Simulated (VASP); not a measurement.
# TePb (lda) (Fm-3m) in VASP: a series of runs

TePb (lda) is run at these levels: LDA; tasks: single point, relaxation of the atoms.

Program: VASP 6.6.1. These are calculated values, not measurements. Logs are shortened: lines on timing, memory, paths and dates and some standing lists are left out, and cuts for length are marked.

## Step 1: The cell of the first run

The structure is cubic, space group Fm-3m (No. 225). The conventional cell has a = 6.318 Å, b = 6.318 Å, c = 6.318 Å, α = 90.00°, β = 90.00°, γ = 90.00°. Within 4.2 Å of Pb (site symmetry m-3m) lie 6 Te at 3.16 Å. Within 4.2 Å of Te (site symmetry m-3m) lie 6 Pb at 3.16 Å.

## Step 2: Single point, LDA (strained cell)

Contents of INCAR:

```
PREC = Accurate
ENCUT = 500
EDIFF = 1E-6
ISMEAR = 0
SIGMA = 0.02
LREAL = False
LASPH = True
NELM = 120
ALGO = Normal
ISIF = 2
LWAVE = False
LCHARG = True
GGA = CA
LELF = True
LVHAR = True
NBANDS = 17
GGA_COMPAT = False
```

Contents of KPOINTS:

```
Automatic mesh
0
Gamma
  8 8 8
```

Contents of POSCAR:

```
TePb
1.0
    0.0000000000      3.1588810034      3.1588810034
    3.1588810034      0.0000000000      3.1588810034
    3.1588810034      3.1588810034      0.0000000000
Pb Te
1 1
Direct
    0.0000000000      0.0000000000      0.0000000000
    0.5000000000      0.5000000000      0.5000000000
```

Potentials or basis: VASP PAW LDA potentials, release 64 (Pb_d, Te).

Started as:

```sh
cat potpaw_LDA.64/Pb_d/POTCAR potpaw_LDA.64/Te/POTCAR > POTCAR
mpirun -np 1 vasp_std > vasp.out
```

OUTCAR:

```text
PREC = Accurate
   ENCUT = 500
   EDIFF = 1E-6
   ISMEAR = 0
   LREAL = False
   LASPH = True
   NELM = 120
   ISIF = 2
   GGA = CA

 ion  position               nearest neighbor table
   1  0.000  0.000  0.000-   2 3.16   2 3.16   2 3.16   2 3.16   2 3.16   2 3.16
   2  0.500  0.500  0.500-   1 3.16   1 3.16   1 3.16   1 3.16   1 3.16   1 3.16

  LATTYP: Found a face centered cubic cell.
 ALAT       =     6.3177620068

  Lattice vectors:

 A1 = (   0.0000000000,   3.1588810034,   3.1588810034)
 A2 = (   3.1588810034,   0.0000000000,   3.1588810034)
 A3 = (   3.1588810034,   3.1588810034,   0.0000000000)

Analysis of symmetry for initial positions (statically):
=====================================================================
 Subroutine PRICEL returns:
 Original cell was already a primitive cell.

 Routine SETGRP: Setting up the symmetry group for a
 face centered cubic supercell.

 Subroutine GETGRP returns: Found 48 space group operations
 (whereof 48 operations were pure point group operations)
 out of a pool of 48 trial point group operations.

The static configuration has the point symmetry O_h .

Analysis of symmetry for dynamics (positions and initial velocities):
=====================================================================
 Subroutine PRICEL returns:
 Original cell was already a primitive cell.

 Routine SETGRP: Setting up the symmetry group for a
 face centered cubic supercell.

 Subroutine GETGRP returns: Found 48 space group operations
 (whereof 48 operations were pure point group operations)
 out of a pool of 48 trial point group operations.

The dynamic configuration has the point symmetry O_h .

 Subroutine INISYM returns: Found 48 space group operations
 (whereof 48 operations are pure point group operations),
 and found     1 'primitive' translations

----------------------------------------------------------------------------------------

                                     Primitive cell

  volume of cell :      63.0420

  direct lattice vectors                    reciprocal lattice vectors
     0.000000000  3.158881003  3.158881003    -0.158283898  0.158283898  0.158283898
     3.158881003  0.000000000  3.158881003     0.158283898 -0.158283898  0.158283898
     3.158881003  3.158881003  0.000000000     0.158283898  0.158283898 -0.158283898

  length of vectors
     4.467332357  4.467332357  4.467332357     0.274155754  0.274155754  0.274155754

  position of ions in fractional coordinates (direct lattice)
     0.000000000  0.000000000  0.000000000
     0.500000000  0.500000000  0.500000000

  ion indices of the primitive-cell ions
   primitive index   ion index
                 1           1
                 2           2

----------------------------------------------------------------------------------------

 KPOINTS: Automatic mesh

Automatic generation of k-mesh.
 Grid dimensions read from file:
 generate k-points for:    8    8    8

 Generating k-lattice:

  Cartesian coordinates                     Fractional coordinates (reciprocal lattice)
    -0.019785487  0.019785487  0.019785487     0.125000000  0.000000000  0.000000000
     0.019785487 -0.019785487  0.019785487     0.000000000  0.125000000  0.000000000
     0.019785487  0.019785487 -0.019785487     0.000000000  0.000000000  0.125000000

  Length of vectors
     0.034269469  0.034269469  0.034269469

  Shift w.r.t. Gamma in fractional coordinates (k-lattice)
     0.000000000  0.000000000  0.000000000

 Subroutine IBZKPT returns following result:
 ===========================================

 Found     29 irreducible k-points:

 Following reciprocal coordinates:
            Coordinates               Weight
  0.000000  0.000000  0.000000      1.000000
  0.125000  0.000000  0.000000      8.000000
  0.250000  0.000000  0.000000      8.000000
  0.375000  0.000000  0.000000      8.000000
  0.500000  0.000000  0.000000      4.000000
  0.125000  0.125000  0.000000      6.000000
[... 16 lines left out ...]
  0.500000  0.250000  0.125000     48.000000
 -0.375000  0.250000  0.125000     24.000000
 [... further k-points ...]
   k-points           NKPTS =     29   k-points in BZ     NKDIM =     29   number of bands    NBANDS=     17
   number of dos      NEDOS =    301   number of ions     NIONS =      2
   total plane-waves  NPLWV =  46656
   dimension x,y,z NGX =    36 NGY =   36 NGZ =   36
   dimension x,y,z NGXF=    72 NGYF=   72 NGZF=   72
   ions per type =               1   1
   NGX,Y,Z   is equivalent  to a cutoff of  13.40, 13.40, 13.40 a.u.
   NGXF,Y,Z  is equivalent  to a cutoff of  26.79, 26.79, 26.79 a.u.
 SYSTEM =  unknown system
   PREC   = accura    normal or accurate (medium, high low for compatibility)
   ISTART =      0    job   : 0-new  1-cont  2-samecut
   ICHARG =      2    charge: 1-file 2-atom 10-const
   ISPIN  =      1    spin polarized calculation?
   LNONCOLLINEAR =      F non collinear calculations
   LSORBIT =      F    spin-orbit coupling
   LASPH  =      T    aspherical Exc in radial PAW
   ENCUT  =  500.0 eV  36.75 Ry    6.06 a.u.   8.14  8.14  8.14*2*pi/ulx,y,z
   NELM   =    120;   NELMIN=  2; NELMDL= -5     # of ELM steps
   EDIFF  = 0.1E-05   stopping-criterion for ELM
   LREAL  =      F    real-space projection
   EDIFFG = 0.1E-04   stopping-criterion for IOM
   NSW    =      0    number of steps for IOM
   IBRION =     -1    ionic relax: 0-MD 1-quasi-New 2-CG
   NFREE  =      0    steps in history (QN), initial steepest desc. (CG)
   ISIF   =      2    stress and relaxation
   ISYM   =      2    0-nonsym 1-usesym 2-fastsym
   POTIM  = 0.5000    time-step for ionic-motion
   TEBEG  =    0.0;   TEEND  =   0.0 temperature during run
   PSTRESS=    0.0 pullay stress
   NELECT =      20.0000    total number of electrons
   NUPDOWN=      -1.0000    fix difference up-down
   EMIN   =  10.00;   EMAX   =-10.00  energy-range for DOS
   EFERMI =   0.00;   METHOD = LEGACY
   ISMEAR =     0;   SIGMA  =   0.02  broadening in eV -4-tet -1-fermi 0-gaus
   EFERMI_NEDOS =   21; number of points for ismear=-14 and -15
   IALGO  =     38    algorithm
   IMIX   =      4    mixing-type and parameters
     AMIX     =   0.40;   BMIX     =  1.00
     AMIX_MAG =   1.60;   BMIX_MAG =  1.00
  volume/ion in A,a.u.               =      31.52       212.71
  Fermi-wavevector in a.u.,A,eV,Ry     =   1.116542  2.109958 16.961908  1.246665
  Thomas-Fermi vector in A             =   2.253156
   LORBIT       =      0    0 simple, 1 ext, 2 COOP (PROOUT), +10 PAW based schemes
   GGA     = CA    functional components
   LHFCALC =     F    Hartree Fock is set to
   AEXX    =    0.0000 exact exchange contribution
   IVDW    =     0    specifies the selected vdW correction
   LEPSILON=     F    determine dielectric tensor
   LRPA    =     F    only Hartree local field effects (RPA)
 non-spin polarized calculation
 Gauss-broadening in eV      SIGMA  =   0.02
  energy-cutoff  :      500.00
  volume of cell :       63.04
 maximum number of plane-waves:      1639
 NGX is ok and might be reduce to    36
   NGX = 17   NGY = 17   NGZ = 17

 number of electron      19.9999998 magnetization

 Free energy of the ion-electron system (eV)
  ---------------------------------------------------
  ext. energy  EPLUGINS =         0.00000000
  ---------------------------------------------------
  free energy    TOTEN  =        -8.76424879 eV

  energy without entropy =       -8.76424879  energy(sigma->0) =       -8.76424879

 E-fermi :   6.5067     XC(G=0):  -9.8743

 val. band max:        6.3497824056   @ k =   0.5000   0.0000   0.0000
 cond. band min:       6.8335972087   @ k =   0.5000   0.0000   0.0000
 fundamental gap:      0.4838148032
 Fermi energy:         6.5066775326

 k-point     1 :       0.0000    0.0000    0.0000
  band No.  band energies     occupation
      1     -10.4728      2.00000
      2     -10.4728      2.00000
      3     -10.4532      2.00000
      4     -10.4532      2.00000
      5     -10.4532      2.00000
      6      -6.3130      2.00000
[... 9 lines left out ...]
     16      11.9526      0.00000
     17      13.3449      0.00000

 k-point     2 :       0.1250    0.0000    0.0000
  band No.  band energies     occupation
      1     -10.4753      2.00000
      2     -10.4753      2.00000
      3     -10.4528      2.00000
      4     -10.4504      2.00000
      5     -10.4504      2.00000
      6      -6.1658      2.00000
[... 9 lines left out ...]
     16      12.2617      0.00000
     17      14.5500      0.00000

 k-point     3 :       0.2500    0.0000    0.0000
  band No.  band energies     occupation
      1     -10.4826      2.00000
      2     -10.4826      2.00000
      3     -10.4520      2.00000
      4     -10.4424      2.00000
      5     -10.4424      2.00000
      6      -5.7398      2.00000
[... 9 lines left out ...]
     16      13.0911      0.00000
     17      16.7235      0.00000

 k-point     4 :       0.3750    0.0000    0.0000
  band No.  band energies     occupation
      1     -10.4904      2.00000
      2     -10.4904      2.00000
      3     -10.4514      2.00000
      4     -10.4340      2.00000
      5     -10.4340      2.00000
      6      -5.1152      2.00000
[... 9 lines left out ...]
     16      14.3551      0.00000
     17      17.2500      0.00000
[... 343 lines left out ...]
      1     -10.5047      2.00000
      2     -10.4744      2.00000
      3     -10.4551      2.00000
      4     -10.4367      2.00000
      5     -10.4356      2.00000
      6      -5.3777      2.00000
[... 9 lines left out ...]
     16      15.0730      0.00000
     17      15.3281      0.00000

 k-point    23 :       0.5000    0.2500    0.1250
  band No.  band energies     occupation
      1     -10.5128      2.00000
      2     -10.4808      2.00000
      3     -10.4503      2.00000
      4     -10.4353      2.00000
      5     -10.4295      2.00000
      6      -4.8094      2.00000
[... 9 lines left out ...]
     16      15.2629      0.00000
     17      16.4768      0.00000

 k-point    24 :      -0.3750    0.2500    0.1250
  band No.  band energies     occupation
      1     -10.5153      2.00000
      2     -10.4842      2.00000
      3     -10.4457      2.00000
      4     -10.4377      2.00000
      5     -10.4264      2.00000
      6      -4.4543      2.00000
[... 9 lines left out ...]
     16      16.1245      0.00000
     17      16.4424      0.00000

 [... further k-points ...]

------------------------ aborting loop because EDIFF is reached ----------------------------------------

  FORCE on cell =-STRESS in cart. coord.  units (eV):
  Direction    XX          YY          ZZ          XY          YZ          ZX
  --------------------------------------------------------------------------------------
  -------------------------------------------------------------------------------------
  Total        0.6442011      0.6442011      0.6442011      0.0000000      0.0000000      0.0000000
  in kB       16.3720189     16.3720189     16.3720189      0.0000000      0.0000000      0.0000000
  external PRESSURE =      16.3720189 kB  Pullay stress =       0.0000000 kB

 VOLUME and BASIS-vectors are now :
 -----------------------------------------------------------------------------
  energy-cutoff  :      500.00
  volume of cell :       63.04
      direct lattice vectors                 reciprocal lattice vectors
     0.000000000  3.158881003  3.158881003    -0.158283898  0.158283898  0.158283898
     3.158881003  0.000000000  3.158881003     0.158283898 -0.158283898  0.158283898
     3.158881003  3.158881003  0.000000000     0.158283898  0.158283898 -0.158283898

 POSITION                                       TOTAL-FORCE (eV/Angst)
 -----------------------------------------------------------------------------------
      0.00000      0.00000      0.00000         0.000000      0.000000      0.000000
      3.15888      3.15888      3.15888         0.000000     -0.000000     -0.000000
 -----------------------------------------------------------------------------------
    total drift:                               -0.000000      0.000000      0.000000

  FREE ENERGIE OF THE ION-ELECTRON SYSTEM (eV)
  ---------------------------------------------------
  free  energy   TOTEN  =        -8.7642487910 eV

  energy  without entropy=       -8.7642487910  energy(sigma->0) =       -8.76424879
```

Wall time 20 s (1 thread of Intel Xeon 6975P-C, shared host); peak memory 0.18 GiB.

What came out:

```
Free energy            : -8.7642 eV
Pressure               : 1.6 GPa
Band gap on the k mesh : 0.48 eV, direct
```

Caveat: the cell differs from its parent crystal (strained cell); spin-orbit coupling is left out, which moves the levels of the heavy elements. A k mesh can miss the band edges.

## Step 3: Single point, LDA

Contents of INCAR:

```
SYSTEM = TePb
PREC = Accurate ; ENCUT = 500
EDIFF = 1E-6 ; ISMEAR = 0
SIGMA = 0.01 ; LREAL = .False.
LASPH = .True. ; NELM = 120
ALGO = Normal ; ISIF = 2
LWAVE = .False. ; LCHARG = .False.
GGA = CA ; NBANDS = 17
GGA_COMPAT = .False.
```

Contents of KPOINTS:

```
regular mesh
0
Gamma
  8 8 8
  0 0 0
```

POSCAR is that of step 2.

Potentials or basis: VASP PAW LDA potentials, release 64 (Pb_d, Te).

Started as:

```sh
cat potpaw_LDA.64/Pb_d/POTCAR potpaw_LDA.64/Te/POTCAR > POTCAR
mpirun -np 1 vasp_std > vasp.out
```

It took 19 s on 1 thread of Intel Xeon 6975P-C, shared host; peak memory 0.18 GiB.

Results (log left out):

```yaml
Free_energy: -8.7642 eV
Pressure: 1.6 GPa
Band_gap_on_the_k_mesh: 0.48 eV, direct
```

Levels at points of the mesh, in eV from the valence-band top:
| k point | band 6 | band 7 | band 8 | band 9 | band 10 | band 11 | band 12 | band 13 | band 14 | band 15 |
| --- | --- | --- | --- | --- | --- | --- | --- | --- | --- | --- |
| (0.00, 0.00, 0.00) | -12.66 | -5.52 | -1.63 | -1.63 | -1.63 | 4.04 | 4.04 | 4.04 | 5.60 | 5.60 |
| (0.50, 0.00, 0.00) | -11.04 | -9.04 | -1.10 | -1.10 | 0.00 | 0.48 | 1.01 | 1.01 | 8.36 | 9.17 |
| (0.50, 0.50, 0.00) | -10.72 | -7.49 | -5.09 | -3.24 | -3.24 | 2.93 | 5.61 | 5.61 | 6.98 | 10.22 |

Caveat: spin-orbit coupling is left out, which moves the levels of the heavy elements.

## Step 4: Relaxation of the atoms, LDA (strained cell)

Contents of INCAR:

```
PREC = Accurate
ENCUT = 450
EDIFF = 1E-7
ISMEAR = 0
SIGMA = 0.02
LREAL = F
LASPH = T
NELM = 120
ALGO = Normal
ISIF = 2
LWAVE = F
LCHARG = F
IBRION = 2
NSW = 60
EDIFFG = -0.002
GGA_COMPAT = F
NELMIN = 4
```

Contents of KPOINTS:

```
Automatic mesh
0
Gamma
  8 8 8
```

POSCAR is that of step 3.

Started as:

```sh
cat potpaw_LDA.64/Pb_d/POTCAR potpaw_LDA.64/Te/POTCAR > POTCAR
mpirun -np 1 vasp_std > vasp.out
```

It took 10 s on 1 thread of Intel Xeon 6975P-C, shared host; peak memory 0.16 GiB.

Results (log left out):

```
Free energy             : -8.7645 eV
Pressure after relaxing : 1.7 GPa
Band gap on the k mesh  : 0.48 eV, direct
```

Final structure:
```
CELL_PARAMETERS angstrom
0.00000 3.15888 3.15888
3.15888 0.00000 3.15888
3.15888 3.15888 0.00000
ATOMIC_POSITIONS crystal
Pb 0.00000 0.00000 0.00000
Te 0.50000 0.50000 0.50000
```

Levels at points of the mesh, in eV from the valence-band top:
```
           k point  band 6  band 7  band 8  band 9  band 10  band 11  band 12  band 13  band 14
(0.00, 0.00, 0.00)  -12.66   -5.52   -1.63   -1.63    -1.63     4.04     4.04     4.04     5.60
(0.50, 0.00, 0.00)  -11.04   -9.04   -1.10   -1.10     0.00     0.48     1.01     1.01     8.36
(0.50, 0.50, 0.00)  -10.72   -7.49   -5.09   -3.23    -3.23     2.93     5.61     5.61     6.98
```

Caveat: the cell differs from its parent crystal (strained cell); the relaxation stopped at its first step, so nothing moved; spin-orbit coupling is left out, which moves the levels of the heavy elements.

## Step 5: The runs side by side

| task | cell | cutoff (eV) | smearing | gap on the mesh (eV) | pressure (GPa) |
| --- | --- | --- | --- | --- | --- |
| single point | as given | 500 | gaussian 0.02 eV | 0.48 | 1.6 |
| single point | as given | 500 | gaussian 0.01 eV | 0.48 | 1.6 |
| relaxation of the atoms | atoms relaxed | 450 | gaussian 0.02 eV | 0.48 | 1.7 |

Alike in all rows: level LDA; potentials or basis VASP PAW LDA potentials, release 64 (Pb_d, Te); no spin polarisation; k mesh 8 × 8 × 8.

Caveats: spin-orbit coupling is left out, which moves the levels of the heavy elements; the relaxation stopped at its first step, so nothing moved (some runs).

Absolute energies hang on the potentials; compare differences alone.
